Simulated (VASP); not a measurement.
# Sc2InAs3 (P6_3/m) in VASP: a series of runs

Sc2InAs3 is run at these levels: PBE; tasks: single point, relaxation of cell and atoms.

Everything below comes from runs of VASP 6.6.1. Logs are shortened: lines on timing, memory, paths and dates and some standing lists are left out, and cuts for length are marked.

## 1. The cell of the first run

Symmetry: P6_3/m, No. 176, hexagonal system. Conventional cell: a = 6.227 Å, b = 6.227 Å, c = 7.812 Å, α = 90.00°, β = 90.00°, γ = 120.00°. Within 3.6 Å of Sc (site symmetry 3) lie 6 As at 2.62 to 2.69 Å and 3 Sc at 3.60 Å and 3 In at 3.60 Å. In (site symmetry -3) has 6 Sc at 3.60 Å and 12 As at 3.60 to 3.76 Å and 2 In at 3.91 Å within 4.7 Å. As (site symmetry m) has 4 Sc at 2.62 to 2.69 Å and 4 As at 3.02 to 3.21 Å and 2 In at 3.60 Å within 3.6 Å.

The cell was generated, and may not be a known phase.

## 2. Single point, PBE

INCAR

```
  PREC = Accurate
  ENCUT = 520
  EDIFF = 1E-7
  ISMEAR = 0
  SIGMA = 0.1
  LREAL = False
  LASPH = True
  NELM = 60
  ALGO = Normal
  ISIF = 2
  LWAVE = False
  LCHARG = True
  GGA = PE
  LELF = True
  LVHAR = True
  NBANDS = 62
```

KPOINTS

```
regular mesh
0
Gamma
  3 3 2
```

POSCAR

```
Sc2InAs3
1.0
    6.2273715600      0.0000000000      0.0000000000
   -3.1136857800      5.3930619700      0.0000000000
    0.0000000000      0.0000000000      7.8116427100
Sc In As
4 2 6
Direct
    0.3333333300      0.6666666700      0.0000000000
    0.6666666700      0.3333333300      0.5000000000
    0.6666666700      0.3333333300      0.0000000000
    0.3333333300      0.6666666700      0.5000000000
    0.0000000000      0.0000000000      0.0000000000
    0.0000000000      0.0000000000      0.5000000000
    0.4799999900      0.9900000100      0.2500000000
    0.4899999800      0.4799999900      0.7500000000
    0.0099999900      0.4899999800      0.2500000000
    0.5200000100      0.0099999900      0.7500000000
    0.5100000200      0.5200000100      0.2500000000
    0.9900000100      0.5100000200      0.7500000000
```

Potentials or basis: VASP PAW PBE potentials, release 64 (Sc_sv, In_d, As).

Launch:

```sh
> cat potpaw_PBE.64/Sc_sv/POTCAR potpaw_PBE.64/In_d/POTCAR potpaw_PBE.64/As/POTCAR > POTCAR
> mpirun -np 1 vasp_std > vasp.out
```

OUTCAR:

```text
PREC = Accurate
   ENCUT = 520
   EDIFF = 1E-7
   ISMEAR = 0
   LREAL = False
   LASPH = True
   NELM = 60
   ISIF = 2
   GGA = PE

 ion  position               nearest neighbor table
   1  0.333  0.667  0.000-   7 2.62   9 2.62  11 2.62  12 2.69  10 2.69   8 2.69   5 3.60   5 3.60
                             5 3.60
   2  0.667  0.333  0.500-  10 2.62  12 2.62   8 2.62   9 2.69   7 2.69  11 2.69   6 3.60   6 3.60
                             6 3.60
   3  0.667  0.333  0.000-  10 2.62  12 2.62   8 2.62   9 2.69   7 2.69  11 2.69   5 3.60   5 3.60
                             5 3.60
   4  0.333  0.667  0.500-   7 2.62   9 2.62  11 2.62  12 2.69  10 2.69   8 2.69   6 3.60   6 3.60
                             6 3.60
   5  0.000  0.000  0.000-   1 3.60   3 3.60   3 3.60   1 3.60   3 3.60   1 3.60   6 3.91   6 3.91

   6  0.000  0.000  0.500-   2 3.60   4 3.60   2 3.60   4 3.60   2 3.60   4 3.60   5 3.91   5 3.91

   7  0.480  0.990  0.250-   1 2.62   4 2.62   3 2.69   2 2.69
   8  0.490  0.480  0.750-   2 2.62   3 2.62   1 2.69   4 2.69
   9  0.010  0.490  0.250-   1 2.62   4 2.62   3 2.69   2 2.69
  10  0.520  0.010  0.750-   2 2.62   3 2.62   1 2.69   4 2.69
  11  0.510  0.520  0.250-   1 2.62   4 2.62   3 2.69   2 2.69
  12  0.990  0.510  0.750-   2 2.62   3 2.62   1 2.69   4 2.69

  LATTYP: Found a hexagonal cell.
 ALAT       =     6.2273715600
 C/A-ratio  =     1.2544044682

  Lattice vectors:

 A1 = (   6.2273715600,   0.0000000000,   0.0000000000)
 A2 = (  -3.1136857800,   5.3930619700,   0.0000000000)
 A3 = (   0.0000000000,   0.0000000000,   7.8116427100)

Analysis of symmetry for initial positions (statically):
=====================================================================
 Subroutine PRICEL returns:
 Original cell was already a primitive cell.

 Routine SETGRP: Setting up the symmetry group for a
 hexagonal supercell.

 Subroutine GETGRP returns: Found 12 space group operations
 (whereof  6 operations were pure point group operations)
 out of a pool of 24 trial point group operations.

The static configuration has the point symmetry S_6 .
 The point group associated with its full space group is C_6h.

Analysis of symmetry for dynamics (positions and initial velocities):
=====================================================================
 Subroutine PRICEL returns:
 Original cell was already a primitive cell.

 Routine SETGRP: Setting up the symmetry group for a
 hexagonal supercell.

 Subroutine GETGRP returns: Found 12 space group operations
 (whereof  6 operations were pure point group operations)
 out of a pool of 24 trial point group operations.

The dynamic configuration has the point symmetry S_6 .
 The point group associated with its full space group is C_6h.

 Subroutine INISYM returns: Found 12 space group operations
 (whereof  6 operations are pure point group operations),
 and found     1 'primitive' translations

----------------------------------------------------------------------------------------

                                     Primitive cell

  volume of cell :     262.3509

  direct lattice vectors                    reciprocal lattice vectors
     6.227371560  0.000000000  0.000000000     0.160581393  0.092711710  0.000000000
    -3.113685780  5.393061970  0.000000000     0.000000000  0.185423421  0.000000000
     0.000000000  0.000000000  7.811642710     0.000000000  0.000000000  0.128014047

  length of vectors
     6.227371560  6.227371560  7.811642710     0.185423421  0.185423421  0.128014047

  position of ions in fractional coordinates (direct lattice)
     0.333333330  0.666666670  0.000000000
     0.666666670  0.333333330  0.500000000
     0.666666670  0.333333330  0.000000000
     0.333333330  0.666666670  0.500000000
     0.000000000  0.000000000  0.000000000
     0.000000000  0.000000000  0.500000000
     0.479999990  0.990000010  0.250000000
     0.489999980  0.479999990  0.750000000
     0.009999990  0.489999980  0.250000000
     0.520000010  0.009999990  0.750000000
     0.510000020  0.520000010  0.250000000
     0.990000010  0.510000020  0.750000000

  ion indices of the primitive-cell ions
   primitive index   ion index
                 1           1
                 2           2
                 3           3
                 4           4
                 5           5
                 6           6
                 7           7
                 8           8
                 9           9
                10          10
                11          11
                12          12

----------------------------------------------------------------------------------------

 KPOINTS: regular mesh

Automatic generation of k-mesh.
 Grid dimensions read from file:
 generate k-points for:    3    3    2

 Generating k-lattice:

  Cartesian coordinates                     Fractional coordinates (reciprocal lattice)
     0.053527131  0.030903903  0.000000000     0.333333333  0.000000000  0.000000000
     0.000000000  0.061807807  0.000000000     0.000000000  0.333333333  0.000000000
     0.000000000  0.000000000  0.064007024     0.000000000  0.000000000  0.500000000

  Length of vectors
     0.061807807  0.061807807  0.064007024

  Shift w.r.t. Gamma in fractional coordinates (k-lattice)
     0.000000000  0.000000000  0.000000000

 Subroutine IBZKPT returns following result:
 ===========================================

 Found      6 irreducible k-points:

 Following reciprocal coordinates:
            Coordinates               Weight
  0.000000  0.000000  0.000000      1.000000
  0.333333 -0.000000  0.000000      6.000000
  0.333333  0.333333  0.000000      2.000000
  0.000000  0.000000  0.500000      1.000000
  0.333333 -0.000000  0.500000      6.000000
  0.333333  0.333333  0.500000      2.000000
   k-points           NKPTS =      6   k-points in BZ     NKDIM =      6   number of bands    NBANDS=     62
   number of dos      NEDOS =    301   number of ions     NIONS =     12
   total plane-waves  NPLWV = 138240
   dimension x,y,z NGX =    48 NGY =   48 NGZ =   60
   dimension x,y,z NGXF=    96 NGYF=   96 NGZF=  120
   ions per type =               4   2   6
   NGX,Y,Z   is equivalent  to a cutoff of  12.81, 12.81, 12.77 a.u.
   NGXF,Y,Z  is equivalent  to a cutoff of  25.63, 25.63, 25.54 a.u.
 SYSTEM =  unknown system
   PREC   = accura    normal or accurate (medium, high low for compatibility)
   ISTART =      0    job   : 0-new  1-cont  2-samecut
   ICHARG =      2    charge: 1-file 2-atom 10-const
   ISPIN  =      1    spin polarized calculation?
   LNONCOLLINEAR =      F non collinear calculations
   LSORBIT =      F    spin-orbit coupling
   LASPH  =      T    aspherical Exc in radial PAW
   ENCUT  =  520.0 eV  38.22 Ry    6.18 a.u.  11.58 11.58 14.52*2*pi/ulx,y,z
   NELM   =     60;   NELMIN=  2; NELMDL= -5     # of ELM steps
   EDIFF  = 0.1E-06   stopping-criterion for ELM
   LREAL  =      F    real-space projection
   EDIFFG = 0.1E-05   stopping-criterion for IOM
   NSW    =      0    number of steps for IOM
   IBRION =     -1    ionic relax: 0-MD 1-quasi-New 2-CG
   NFREE  =      0    steps in history (QN), initial steepest desc. (CG)
   ISIF   =      2    stress and relaxation
   ISYM   =      2    0-nonsym 1-usesym 2-fastsym
   POTIM  = 0.5000    time-step for ionic-motion
   TEBEG  =    0.0;   TEEND  =   0.0 temperature during run
   PSTRESS=    0.0 pullay stress
   NELECT =     100.0000    total number of electrons
   NUPDOWN=      -1.0000    fix difference up-down
   EMIN   =  10.00;   EMAX   =-10.00  energy-range for DOS
   EFERMI =   0.00;   METHOD = LEGACY
   ISMEAR =     0;   SIGMA  =   0.10  broadening in eV -4-tet -1-fermi 0-gaus
   EFERMI_NEDOS =   21; number of points for ismear=-14 and -15
   IALGO  =     38    algorithm
   IMIX   =      4    mixing-type and parameters
     AMIX     =   0.40;   BMIX     =  1.00
     AMIX_MAG =   1.60;   BMIX_MAG =  1.00
  volume/ion in A,a.u.               =      21.86       147.54
  Fermi-wavevector in a.u.,A,eV,Ry     =   1.186991  2.243087 19.169886  1.408947
  Thomas-Fermi vector in A             =   2.323152
   LORBIT       =      0    0 simple, 1 ext, 2 COOP (PROOUT), +10 PAW based schemes
   GGA     = PE    functional components
   LHFCALC =     F    Hartree Fock is set to
   AEXX    =    0.0000 exact exchange contribution
   IVDW    =     0    specifies the selected vdW correction
   LEPSILON=     F    determine dielectric tensor
   LRPA    =     F    only Hartree local field effects (RPA)
 non-spin polarized calculation
 Gauss-broadening in eV      SIGMA  =   0.10
  energy-cutoff  :      520.00
  volume of cell :      262.35
 maximum number of plane-waves:      7091
 NGX is ok and might be reduce to    48
   NGX = 23   NGY = 23   NGZ = 29

 number of electron     100.0000020 magnetization

 Free energy of the ion-electron system (eV)
  ---------------------------------------------------
  ext. energy  EPLUGINS =         0.00000000
  ---------------------------------------------------
  free energy    TOTEN  =       -65.74478159 eV

  energy without entropy =      -65.69517266  energy(sigma->0) =      -65.71997713

 E-fermi :   5.2945     XC(G=0): -10.1917

 val. band max:        5.2791946216   @ k =   0.3333  -0.0000   0.0000
 cond. band min:       5.2966405999   @ k =   0.3333  -0.0000   0.0000
 fundamental gap:      0.0174459783
 Fermi energy:         5.2944880500

 k-point     1 :       0.0000    0.0000    0.0000
  band No.  band energies     occupation
      1     -43.8424      2.00000
      2     -43.8396      2.00000
      3     -43.8323      2.00000
      4     -43.8289      2.00000
      5     -22.5879      2.00000
      6     -22.5879      2.00000
[... 379 lines left out ...]
     61       8.0912      0.00000
     62       8.1245      0.00000

------------------------ aborting loop because EDIFF is reached ----------------------------------------

  FORCE on cell =-STRESS in cart. coord.  units (eV):
  Direction    XX          YY          ZZ          XY          YZ          ZX
  --------------------------------------------------------------------------------------
  -------------------------------------------------------------------------------------
  Total        5.1343014      5.1343014      9.2190715     -0.0000001      0.0000000      0.0000000
  in kB       31.3551863     31.3551863     56.3008831     -0.0000004      0.0000000      0.0000000
  external PRESSURE =      39.6704185 kB  Pullay stress =       0.0000000 kB

 VOLUME and BASIS-vectors are now :
 -----------------------------------------------------------------------------
  energy-cutoff  :      520.00
  volume of cell :      262.35
      direct lattice vectors                 reciprocal lattice vectors
     6.227371560  0.000000000  0.000000000     0.160581393  0.092711710  0.000000000
    -3.113685780  5.393061970  0.000000000     0.000000000  0.185423421  0.000000000
     0.000000000  0.000000000  7.811642710     0.000000000  0.000000000  0.128014047

 POSITION                                       TOTAL-FORCE (eV/Angst)
 -----------------------------------------------------------------------------------
     -0.00000      3.59537      0.00000         0.000000      0.000000     -0.714575
      3.11369      1.79769      3.90582         0.000000      0.000000     -0.714575
      3.11369      1.79769      0.00000         0.000000      0.000000      0.714575
     -0.00000      3.59537      3.90582         0.000000      0.000000      0.714575
      0.00000      0.00000      0.00000         0.000000      0.000000      0.000000
      0.00000      0.00000      3.90582         0.000000      0.000000      0.000000
     -0.09341      5.33913      1.95291        -0.032492      0.579251      0.000000
      1.55684      2.58867      5.85873        -0.517892      0.261487      0.000000
     -1.46343      2.64260      1.95291        -0.485400     -0.317764      0.000000
      3.20710      0.05393      5.85873         0.032492     -0.579251      0.000000
      1.55684      2.80439      1.95291         0.517892     -0.261487      0.000000
      4.57712      2.75046      5.85873         0.485400      0.317764      0.000000
 -----------------------------------------------------------------------------------
    total drift:                                0.000000      0.000000     -0.000000

  FREE ENERGIE OF THE ION-ELECTRON SYSTEM (eV)
  ---------------------------------------------------
  free  energy   TOTEN  =       -65.7447815922 eV

  energy  without entropy=      -65.6951726597  energy(sigma->0) =      -65.71997713
```

Run time: 2.3 min. Hardware: 1 thread of Intel Xeon Platinum 8488C (Sapphire Rapids), shared host; peak memory 0.39 GiB.

Results:

```
Free energy            : -65.7448 eV
Pressure               : 4.0 GPa
Largest force          : 0.715 eV/Å
Band gap on the k mesh : zero (bands 50 and 51 overlap by 0.78 eV)
```

Forces in eV/Å, atoms in the order of the input:
```
Sc   0.000  0.000 -0.715
Sc   0.000  0.000 -0.715
Sc   0.000  0.000  0.715
Sc   0.000  0.000  0.715
In   0.000  0.000  0.000
In   0.000  0.000  0.000
As  -0.032  0.579  0.000
As  -0.518  0.261  0.000
As  -0.485 -0.318  0.000
As   0.032 -0.579  0.000
As   0.518 -0.261  0.000
As   0.485  0.318  0.000
```

Levels at points of the mesh, in eV from the Fermi level:
```tsv
k point	band 48	band 49	band 50	band 51	band 52	band 53
(0.00, 0.00, 0.00)	-0.36	0.01	0.47	1.19	1.19	1.31
(0.00, 0.00, 0.50)	-0.05	-0.05	-0.05	1.43	1.43	2.14
```

Caveat: the k points lie up to 0.40 Å⁻¹ apart, too coarse for converged energies and pressures of a metal; spin-orbit coupling is left out, which moves the levels of the heavy elements.

## 3. Relaxation of cell and atoms, PBE

INCAR

```
  ALGO = Normal
  EDIFF = 1E-7
  EDIFFG = -0.04
  ENCUT = 600
  GGA = PE
  IBRION = 2
  ISIF = 3
  ISMEAR = 0
  LASPH = T
  LCHARG = F
  LREAL = F
  LWAVE = F
  NELM = 80
  NSW = 90
  PREC = Accurate
  SIGMA = 0.1
```

KPOINTS

```
k-points
0
Gamma
  3 3 2
```

POSCAR is that of step 2.

Potentials or basis: VASP PAW PBE potentials, release 64 (Sc_sv, In_d, As).

Launch:

```sh
> cat potpaw_PBE.64/Sc_sv/POTCAR potpaw_PBE.64/In_d/POTCAR potpaw_PBE.64/As/POTCAR > POTCAR
> mpirun -np 1 vasp_std > vasp.out
```

It took 15 min on 1 thread of Intel Xeon Platinum 8488C (Sapphire Rapids), shared host; peak memory 0.5 GiB.

Results (log left out):

| Quantity | Value |
| --- | --- |
| Free energy | -66.0150 eV |
| Relaxed volume | 23.28 Å³/atom |
| Relaxed cell | a = 6.397 Å, b = 6.397 Å, c = 7.885 Å, α = 90.00°, β = 90.00°, γ = 120.00° |
| Space group after relaxing (to 0.1 Å) | P6_3/mcm (No. 193) |
| Energy gained by relaxing | 22.4 meV/atom |
| Ionic steps | 10 |
| Pressure after relaxing | 0.0 GPa |
| Largest force after relaxing | 0.027 eV/Å |
| Band gap on the k mesh | zero (bands 50 and 51 overlap by 0.88 eV) |

Forces in eV/Å, atoms in the order of the input:
```
Sc   0.000  0.000  0.021
Sc   0.000  0.000  0.021
Sc   0.000  0.000 -0.021
Sc   0.000  0.000 -0.021
In   0.000  0.000  0.000
In   0.000  0.000  0.000
As  -0.026  0.007  0.000
As  -0.019 -0.019  0.000
As   0.007 -0.026  0.000
As   0.026 -0.007  0.000
As   0.019  0.019  0.000
As  -0.007  0.026  0.000
```

The path:
| step | energy change (eV) | largest force (eV/Å) | pressure (GPa) | volume (Å³) |
| --- | --- | --- | --- | --- |
| 1 | 0.0000 | 0.7146 | 3.99 | 262.35 |
| 2 | -0.2008 | 0.0401 | -1.78 | 283.56 |
| 3 | -0.2481 | 0.1435 | -0.20 | 276.71 |
| 4 | -0.2595 | 0.0298 | 0.09 | 276.19 |
| 5 | -0.2606 | 0.0511 | 0.22 | 275.96 |
| 6 | -0.2642 | 0.0510 | 0.10 | 277.09 |
| 7 | -0.2677 | 0.0518 | -0.14 | 279.40 |
| 8 | -0.2678 | 0.0520 | -0.18 | 279.82 |
| 9 | -0.2687 | 0.0351 | 0.13 | 279.17 |
| 10 | -0.2690 | 0.0265 | 0.03 | 279.39 |

Final structure:
```yaml
crystal:
  lattice:
    - [6.39660, 0.00000, 0.00000]
    - [-3.19830, 5.53962, 0.00000]
    - [0.00000, 0.00000, 7.88456]
  atoms:
    - { symbol: Sc, position: [0.33333, 0.66667, 0.99630] }
    - { symbol: Sc, position: [0.66667, 0.33333, 0.49630] }
    - { symbol: Sc, position: [0.66667, 0.33333, 0.00370] }
    - { symbol: Sc, position: [0.33333, 0.66667, 0.50370] }
    - { symbol: In, position: [0.00000, 0.00000, 0.00000] }
    - { symbol: In, position: [0.00000, 0.00000, 0.50000] }
    - { symbol: As, position: [0.48259, 0.99582, 0.25000] }
    - { symbol: As, position: [0.48677, 0.48259, 0.75000] }
    - { symbol: As, position: [0.00418, 0.48677, 0.25000] }
    - { symbol: As, position: [0.51741, 0.00418, 0.75000] }
    - { symbol: As, position: [0.51323, 0.51741, 0.25000] }
    - { symbol: As, position: [0.99582, 0.51323, 0.75000] }
```

Levels at points of the mesh, in eV from the Fermi level:
```tsv
k point	band 46	band 47	band 48	band 49	band 50	band 51	band 52	band 53	band 54	band 55
(0.00, 0.00, 0.00)	-1.27	-0.26	-0.26	0.02	0.42	1.01	1.01	1.13	1.13	1.72
(0.00, 0.00, 0.50)	-2.20	-0.06	-0.06	-0.06	-0.06	1.37	1.37	1.96	1.96	2.18
```

Caveat: the k points lie up to 0.40 Å⁻¹ apart in the final cell, too coarse for converged energies and pressures of a metal; spin-orbit coupling is left out, which moves the levels of the heavy elements.

The gap in the log of VASP goes by the Fermi energy; the results here count the filled bands.